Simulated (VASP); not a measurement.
SnSb2C3:

```
CELL_PARAMETERS angstrom
6.07117 0.00000 0.00000
-3.03559 5.25779 0.00000
0.00000 0.00000 3.65746
ATOMIC_POSITIONS crystal
Sn 0.00000 0.00000 0.00000
Sb 0.33333 0.66667 0.00000
Sb 0.66667 0.33333 0.00000
C 0.50000 0.00000 0.50000
C 0.50000 0.50000 0.50000
C 0.00000 0.50000 0.50000
```

The cell was generated, and may not be a known phase.

```yaml
Program: VASP 6.6.1
Task: relaxation of cell and atoms
Functional: PBE
Potentials_or_basis: VASP PAW PBE potentials, release 64 (Sn_d, Sb, C)
Cutoff: 600 eV
k_mesh: 3 × 3 × 6
Occupations: gaussian, width 0.1 eV
Spin: no spin polarisation
```

At the start: pressure -10.5 GPa; volume 19.46 Å³/atom.

**Question.** Where does the relaxation end?

**Answer.** Over 6 steps the energy falls by 234.9 meV/atom and the volume is 16.43 Å³/atom (-15.6 %); space group P6/mmm (No. 191, to 0.1 Å) before and after.

The path:
```csv
step,energy change (eV),largest force (eV/Å),pressure (GPa),volume (Å³)
1,0.0000,0.0000,-10.48,116.75
2,-1.3926,0.0000,1.94,96.11
3,-1.4004,0.0000,1.55,96.95
4,-1.4038,0.0000,0.54,98.01
5,-1.4038,0.0000,0.92,97.64
6,-1.4094,0.0000,0.14,98.59
```

Final structure:
```
Sn Sb C
1.0
     5.96714    0.00000    0.00000
    -2.98357    5.16770    0.00000
     0.00000    0.00000    3.19722
Sn Sb C
1 2 3
Cartesian
  0.0000 0.0000 3.1972
  0.0000 3.4451 0.0000
  2.9836 1.7226 3.1972
  2.9836 0.0000 1.5986
  1.4918 2.5838 1.5986
  -1.4918 2.5838 1.5986
```

Caveat: the k points lie up to 0.41 Å⁻¹ apart in the final cell, too coarse for converged energies and pressures of a metal; the volume moved by over 15 % at a fixed basis, so the end points are rough.
